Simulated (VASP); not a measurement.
# SrTaO2 (P4/mmm) in VASP: single point with PBE

Aim: the single point of SrTaO2 with PBE.

All numbers are computed with VASP 6.6.1; they aren't measurements. Logs are shortened: lines on timing, memory, paths and dates and some standing lists are left out, and cuts for length are marked.

### 1 The cell of the first run

Symmetry: P4/mmm, No. 123, tetragonal system. Conventional cell: a = 4.106 Å, b = 4.106 Å, c = 3.504 Å, α = 90.00°, β = 90.00°, γ = 90.00°. Within 3.6 Å of Sr (site symmetry 4/mmm) lie 8 O at 2.70 Å and 8 Ta at 3.39 Å and 2 Sr at 3.50 Å. Ta (site symmetry 4/mmm) has 4 O at 2.05 Å within 2.7 Å. Within 2.7 Å of O (site symmetry mmm) lie 2 Ta at 2.05 Å and 4 Sr at 2.70 Å.

### 2 Single point, PBE

Contents of INCAR:

```
SYSTEM = SrTaO2
PREC = Accurate
ENCUT = 520
EDIFF = 1E-7
ISMEAR = 0
SIGMA = 0.1
LREAL = .False.
LASPH = .True.
NELM = 100
ALGO = Normal
ISIF = 2
LWAVE = .False.
LCHARG = .False.
GGA = PE
NBANDS = 24
```

Contents of KPOINTS:

```
regular mesh
0
Gamma
  10 10 10
  0 0 0
```

Contents of POSCAR:

```
SrTaO2
1.0
    4.1064261443      0.0000000000      0.0000000000
    0.0000000000      4.1064261443      0.0000000000
    0.0000000000      0.0000000000      3.5043756306
Sr Ta O
1 1 2
Direct
    0.5000000000      0.5000000000      0.0000000000
    0.0000000000      0.0000000000      0.5000000000
    0.0000000000      0.5000000000      0.5000000000
    0.5000000000      0.0000000000      0.5000000000
```

Potentials or basis: VASP PAW PBE potentials, release 64 (Sr_sv, Ta_pv, O).

The run is started by

```
cat potpaw_PBE.64/Sr_sv/POTCAR potpaw_PBE.64/Ta_pv/POTCAR potpaw_PBE.64/O/POTCAR > POTCAR
mpirun -np 1 vasp_std > vasp.out
```

OUTCAR:

```text
SYSTEM = SrTaO2
   PREC = Accurate
   ENCUT = 520
   EDIFF = 1E-7
   ISMEAR = 0
   LREAL = .False.
   LASPH = .True.
   NELM = 100
   ISIF = 2
   GGA = PE

 ion  position               nearest neighbor table
   1  0.500  0.500  0.000-   3 2.70   4 2.70   3 2.70   4 2.70   4 2.70   4 2.70   3 2.70   3 2.70
                             2 3.39   2 3.39   2 3.39   2 3.39   2 3.39   2 3.39   2 3.39   2 3.39
   2  0.000  0.000  0.500-   3 2.05   4 2.05   3 2.05   4 2.05   1 3.39   1 3.39   1 3.39   1 3.39
                             1 3.39   1 3.39   1 3.39   1 3.39
   3  0.000  0.500  0.500-   2 2.05   2 2.05   1 2.70   1 2.70   1 2.70   1 2.70
   4  0.500  0.000  0.500-   2 2.05   2 2.05   1 2.70   1 2.70   1 2.70   1 2.70

  LATTYP: Found a simple tetragonal cell.
 ALAT       =     4.1064261443
 C/A-ratio  =     0.8533882036

  Lattice vectors:

 A1 = (   4.1064261443,   0.0000000000,   0.0000000000)
 A2 = (   0.0000000000,   4.1064261443,   0.0000000000)
 A3 = (   0.0000000000,   0.0000000000,   3.5043756306)

Analysis of symmetry for initial positions (statically):
=====================================================================
 Subroutine PRICEL returns:
 Original cell was already a primitive cell.

 Routine SETGRP: Setting up the symmetry group for a
 simple tetragonal supercell.

 Subroutine GETGRP returns: Found 16 space group operations
 (whereof 16 operations were pure point group operations)
 out of a pool of 16 trial point group operations.

The static configuration has the point symmetry D_4h.

Analysis of symmetry for dynamics (positions and initial velocities):
=====================================================================
 Subroutine PRICEL returns:
 Original cell was already a primitive cell.

 Routine SETGRP: Setting up the symmetry group for a
 simple tetragonal supercell.

 Subroutine GETGRP returns: Found 16 space group operations
 (whereof 16 operations were pure point group operations)
 out of a pool of 16 trial point group operations.

The dynamic configuration has the point symmetry D_4h.

 Subroutine INISYM returns: Found 16 space group operations
 (whereof 16 operations are pure point group operations),
 and found     1 'primitive' translations

----------------------------------------------------------------------------------------

                                     Primitive cell

  volume of cell :      59.0934

  direct lattice vectors                    reciprocal lattice vectors
     4.106426144  0.000000000  0.000000000     0.243520756  0.000000000  0.000000000
     0.000000000  4.106426144  0.000000000     0.000000000  0.243520756  0.000000000
     0.000000000  0.000000000  3.504375631     0.000000000  0.000000000  0.285357537

  length of vectors
     4.106426144  4.106426144  3.504375631     0.243520756  0.243520756  0.285357537

  position of ions in fractional coordinates (direct lattice)
     0.500000000  0.500000000  0.000000000
     0.000000000  0.000000000  0.500000000
     0.000000000  0.500000000  0.500000000
     0.500000000  0.000000000  0.500000000

  ion indices of the primitive-cell ions
   primitive index   ion index
                 1           1
                 2           2
                 3           3
                 4           4

----------------------------------------------------------------------------------------

 KPOINTS: regular mesh

Automatic generation of k-mesh.
 Grid dimensions read from file:
 generate k-points for:   10   10   10

 Generating k-lattice:

  Cartesian coordinates                     Fractional coordinates (reciprocal lattice)
     0.024352076  0.000000000  0.000000000     0.100000000  0.000000000  0.000000000
     0.000000000  0.024352076  0.000000000     0.000000000  0.100000000  0.000000000
     0.000000000  0.000000000  0.028535754     0.000000000  0.000000000  0.100000000

  Length of vectors
     0.024352076  0.024352076  0.028535754

  Shift w.r.t. Gamma in fractional coordinates (k-lattice)
     0.000000000  0.000000000  0.000000000

 Subroutine IBZKPT returns following result:
 ===========================================

 Found    126 irreducible k-points:

 Following reciprocal coordinates:
            Coordinates               Weight
  0.000000  0.000000  0.000000      1.000000
  0.100000  0.000000  0.000000      4.000000
  0.200000  0.000000  0.000000      4.000000
  0.300000  0.000000  0.000000      4.000000
  0.400000  0.000000  0.000000      4.000000
  0.500000  0.000000  0.000000      2.000000
[... 16 lines left out ...]
  0.100000  0.000000  0.100000      8.000000
  0.200000  0.000000  0.100000      8.000000
 [... further k-points ...]
   k-points           NKPTS =    126   k-points in BZ     NKDIM =    126   number of bands    NBANDS=     24
   number of dos      NEDOS =    301   number of ions     NIONS =      4
   total plane-waves  NPLWV =  28672
   dimension x,y,z NGX =    32 NGY =   32 NGZ =   28
   dimension x,y,z NGXF=    64 NGYF=   64 NGZF=   56
   ions per type =               1   1   2
   NGX,Y,Z   is equivalent  to a cutoff of  12.95, 12.95, 13.28 a.u.
   NGXF,Y,Z  is equivalent  to a cutoff of  25.91, 25.91, 26.57 a.u.
 SYSTEM =  SrTaO2
   PREC   = accura    normal or accurate (medium, high low for compatibility)
   ISTART =      0    job   : 0-new  1-cont  2-samecut
   ICHARG =      2    charge: 1-file 2-atom 10-const
   ISPIN  =      1    spin polarized calculation?
   LNONCOLLINEAR =      F non collinear calculations
   LSORBIT =      F    spin-orbit coupling
   LASPH  =      T    aspherical Exc in radial PAW
   ENCUT  =  520.0 eV  38.22 Ry    6.18 a.u.   7.64  7.64  6.52*2*pi/ulx,y,z
   NELM   =    100;   NELMIN=  2; NELMDL= -5     # of ELM steps
   EDIFF  = 0.1E-06   stopping-criterion for ELM
   LREAL  =      F    real-space projection
   EDIFFG = 0.1E-05   stopping-criterion for IOM
   NSW    =      0    number of steps for IOM
   IBRION =     -1    ionic relax: 0-MD 1-quasi-New 2-CG
   NFREE  =      0    steps in history (QN), initial steepest desc. (CG)
   ISIF   =      2    stress and relaxation
   ISYM   =      2    0-nonsym 1-usesym 2-fastsym
   POTIM  = 0.5000    time-step for ionic-motion
   TEBEG  =    0.0;   TEEND  =   0.0 temperature during run
   PSTRESS=    0.0 pullay stress
   NELECT =      33.0000    total number of electrons
   NUPDOWN=      -1.0000    fix difference up-down
   EMIN   =  10.00;   EMAX   =-10.00  energy-range for DOS
   EFERMI =   0.00;   METHOD = LEGACY
   ISMEAR =     0;   SIGMA  =   0.10  broadening in eV -4-tet -1-fermi 0-gaus
   EFERMI_NEDOS =   21; number of points for ismear=-14 and -15
   IALGO  =     38    algorithm
   IMIX   =      4    mixing-type and parameters
     AMIX     =   0.40;   BMIX     =  1.00
     AMIX_MAG =   1.60;   BMIX_MAG =  1.00
  volume/ion in A,a.u.               =      14.77        99.70
  Fermi-wavevector in a.u.,A,eV,Ry     =   1.348135  2.547605 24.728138  1.817467
  Thomas-Fermi vector in A             =   2.475828
   LORBIT       =      0    0 simple, 1 ext, 2 COOP (PROOUT), +10 PAW based schemes
   GGA     = PE    functional components
   LHFCALC =     F    Hartree Fock is set to
   AEXX    =    0.0000 exact exchange contribution
   IVDW    =     0    specifies the selected vdW correction
   LEPSILON=     F    determine dielectric tensor
   LRPA    =     F    only Hartree local field effects (RPA)
 non-spin polarized calculation
 Gauss-broadening in eV      SIGMA  =   0.10
  energy-cutoff  :      520.00
  volume of cell :       59.09
 maximum number of plane-waves:      1613
 NGX is ok and might be reduce to    32
   NGX = 15   NGY = 15   NGZ = 13

 number of electron      33.0000013 magnetization

 Free energy of the ion-electron system (eV)
  ---------------------------------------------------
  ext. energy  EPLUGINS =         0.00000000
  ---------------------------------------------------
  free energy    TOTEN  =       -32.43245509 eV

  energy without entropy =      -32.42548934  energy(sigma->0) =      -32.42897221

 E-fermi :   6.0758     XC(G=0): -11.1308

 val. band max:        6.0391480998   @ k =   0.2000   0.0000   0.2000
 cond. band min:       6.0782331726   @ k =   0.3000   0.0000   0.1000
 fundamental gap:      0.0390850728
 Fermi energy:         6.0758284105

 k-point     1 :       0.0000    0.0000    0.0000
  band No.  band energies     occupation
      1     -29.9629      2.00000
      2     -29.9629      2.00000
      3     -29.8317      2.00000
      4     -29.4482      2.00000
      5     -15.0202      2.00000
      6     -14.5661      2.00000
[... 16 lines left out ...]
     23       9.7070      0.00000
     24      11.9749      0.00000

 k-point     2 :       0.1000    0.0000    0.0000
  band No.  band energies     occupation
      1     -29.9876      2.00000
      2     -29.9626      2.00000
      3     -29.8133      2.00000
      4     -29.4479      2.00000
      5     -15.0016      2.00000
      6     -14.5488      2.00000
[... 16 lines left out ...]
     23      10.0072      0.00000
     24      11.6269      0.00000

 k-point     3 :       0.2000    0.0000    0.0000
  band No.  band energies     occupation
      1     -30.0367      2.00000
      2     -29.9618      2.00000
      3     -29.7808      2.00000
      4     -29.4472      2.00000
      5     -15.0098      2.00000
      6     -14.4343      2.00000
[... 16 lines left out ...]
     23      10.7134      0.00000
     24      10.7927      0.00000
[... 514 lines left out ...]
 k-point    23 :       0.1000    0.0000    0.1000
  band No.  band energies     occupation
      1     -29.9850      2.00000
      2     -29.9617      2.00000
      3     -29.8114      2.00000
      4     -29.4540      2.00000
      5     -15.0436      2.00000
      6     -14.5403      2.00000
[... 16 lines left out ...]
     23      10.0440      0.00000
     24      11.4367      0.00000

 k-point    24 :       0.2000    0.0000    0.1000
  band No.  band energies     occupation
      1     -30.0316      2.00000
      2     -29.9609      2.00000
      3     -29.7807      2.00000
      4     -29.4541      2.00000
      5     -15.0264      2.00000
      6     -14.4381      2.00000
[... 16 lines left out ...]
     23      10.7870      0.00000
     24      10.7930      0.00000

 [... further k-points ...]

------------------------ aborting loop because EDIFF is reached ----------------------------------------

  FORCE on cell =-STRESS in cart. coord.  units (eV):
  Direction    XX          YY          ZZ          XY          YZ          ZX
  --------------------------------------------------------------------------------------
  -------------------------------------------------------------------------------------
  Total        0.2310318      0.2310318      0.1281620      0.0000000      0.0000000      0.0000000
  in kB        6.2638837      6.2638837      3.4748103      0.0000000      0.0000000      0.0000000
  external PRESSURE =       5.3341926 kB  Pullay stress =       0.0000000 kB

 VOLUME and BASIS-vectors are now :
 -----------------------------------------------------------------------------
  energy-cutoff  :      520.00
  volume of cell :       59.09
      direct lattice vectors                 reciprocal lattice vectors
     4.106426144  0.000000000  0.000000000     0.243520756  0.000000000  0.000000000
     0.000000000  4.106426144  0.000000000     0.000000000  0.243520756  0.000000000
     0.000000000  0.000000000  3.504375631     0.000000000  0.000000000  0.285357537

 POSITION                                       TOTAL-FORCE (eV/Angst)
 -----------------------------------------------------------------------------------
      2.05321      2.05321      0.00000         0.000000      0.000000      0.000000
      0.00000      0.00000      1.75219         0.000000      0.000000      0.000000
      0.00000      2.05321      1.75219         0.000000      0.000000      0.000000
      2.05321      0.00000      1.75219         0.000000      0.000000      0.000000
 -----------------------------------------------------------------------------------
    total drift:                                0.000000     -0.000000     -0.000000

  FREE ENERGIE OF THE ION-ELECTRON SYSTEM (eV)
  ---------------------------------------------------
  free  energy   TOTEN  =       -32.4324550864 eV

  energy  without entropy=      -32.4254893371  energy(sigma->0) =      -32.42897221
```

It took 82 s on 1 thread of AMD EPYC 9R45 (Zen 5), shared host; peak memory 0.28 GiB.

What came out:

| Quantity | Value |
| --- | --- |
| Free energy | -32.4325 eV |
| Pressure | 0.5 GPa |
| Band gap on the k mesh | zero (an odd number of electrons rules out a gap without spin polarisation) |

Caveat: spin-orbit coupling is left out, which moves the levels of the heavy elements; an odd number of electrons without spin polarisation forces a metal; a magnetic or distorted state may lie lower.

The gap in the log of VASP goes by the Fermi energy; the results here count the filled bands.